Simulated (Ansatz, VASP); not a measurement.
**Two plane-wave programs on Sr**

INCAR

```
SYSTEM = Sr
PREC = Accurate
ENCUT = 520
EDIFF = 1E-7
ISMEAR = 0
SIGMA = 0.15
LREAL = .FALSE.
LASPH = .TRUE.
NELM = 60
ALGO = Fast
ISIF = 2
LWAVE = .FALSE.
LCHARG = .FALSE.
GGA = PS
NBANDS = 17
```

KPOINTS

```
regular mesh
0
G
  12 12 8
  0 0 0
```

File POSCAR:

```
Sr
1.0
    4.2453502174      0.0000000000      0.0000000000
   -2.1226751087      3.6765811362      0.0000000000
    0.0000000000      0.0000000000      7.0500000000
Sr
2
Direct
    0.3333333333      0.6666666667      0.2500000000
    0.6666666667      0.3333333333      0.7500000000
```

Input for Ansatz:

```yaml
crystal:
  lattice:
    - [4.2453502174, 0.0, 0.0]
    - [-2.1226751087, 3.6765811362, 0.0]
    - [0.0, 0.0, 7.05]
  atoms:
    - { symbol: Sr, position: [0.3333333333, 0.6666666667, 0.25] }
    - { symbol: Sr, position: [0.6666666667, 0.3333333333, 0.75] }
basis:
  ecutwfc: 420
kpoints:
  mp_grid: { grid: [12, 12, 8] }
hamiltonian:
  xc: pbesol
scf:
  occupations: { method: gaussian, width: 0.15 }
output:
  forces: true
  stress: true
  eigenvalues: true
```

Change from the starting cell: strain -0.0150 x Voigt [1, 1, 0, 0, 0, 0], atoms carried along.

Alike in both runs: task single point; functional PBEsol; k mesh 12 × 12 × 8; occupations gaussian, width 0.15 eV; no spin polarisation.

|  | VASP | Ansatz |
| --- | --- | --- |
| version | VASP 6.6.1 | Ansatz 0.2.0 |
| potentials or method | VASP PAW PBE potentials, release 64 (Sr_sv), cutoff 520 eV | scalar-relativistic, plane waves, PAW |
| valence electrons in the cell | 20 | 20 |

```tsv
	VASP	Ansatz	Ansatz less VASP
gap on the k mesh at the Fermi level (eV)	none	none	-
pressure (GPa)	-0.5	-0.6	-0.01
traceless stress, the component that is largest in VASP (GPa)	-0.17	-0.17	+0.002
```

VASP's potentials were made for PBE, not for PBEsol. A gap of «none» marks a metal or a gap that the smearing closes. With one functional, cell and mesh, what is left measures potentials, basis and numerics.
